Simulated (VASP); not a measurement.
Runs of VASP 6.6.1 on CuI. The structure is that of space group F-43m (No. 216), or close to it. The cells are those of the table. 

```csv
task,spin,cell,k mesh,cutoff (eV),smearing,k mesh for the DOS,occupations for the DOS,gap on the mesh (eV),pressure (GPa)
single point,off,"a = 4.254 Å, angles 60.0°, 2 atoms",8 × 8 × 8,520,gaussian 0.02 eV,-,-,1.21,1.3
single point,off,"a = 4.210 Å, angles 60.0°, 2 atoms",8 × 8 × 8,520,gaussian 0.02 eV,-,-,1.29,2.9
relaxation of cell and atoms,off,"relaxed from a = 4.287 Å, angles 60.0°, 2 atoms",8 × 8 × 8,600,gaussian 0.02 eV,-,-,1.12,0.0
single point,off,"a = 4.298 Å, angles 60.0°, 2 atoms",8 × 8 × 8,520,gaussian 0.02 eV,-,-,1.12,0.0
single point,off,"a = 4.340 Å, angles 60.0°, 2 atoms",8 × 8 × 8,520,gaussian 0.02 eV,-,-,1.05,(a)
single point,off,"a = 4.382 Å, angles 60.0°, 2 atoms",8 × 8 × 8,520,gaussian 0.02 eV,-,-,(b),-1.9
single point,"collinear, ferromagnetic start","a = 4.287 Å, angles 60.0°, 2 atoms",6 × 6 × 6,520,gaussian 0.1 eV,-,-,1.14,0.4
```

Alike in all rows: level PBE; potentials or basis VASP PAW PBE potentials, release 64 (Cu, I).

**Question.** Estimate the missing entries.

**Answer.** (a) -0.7; (b) 0.98.

Caveats: spin-orbit coupling is left out, which moves the levels of the heavy elements.

A k mesh can miss the band edges, and the runs leave out spin-orbit coupling on I.
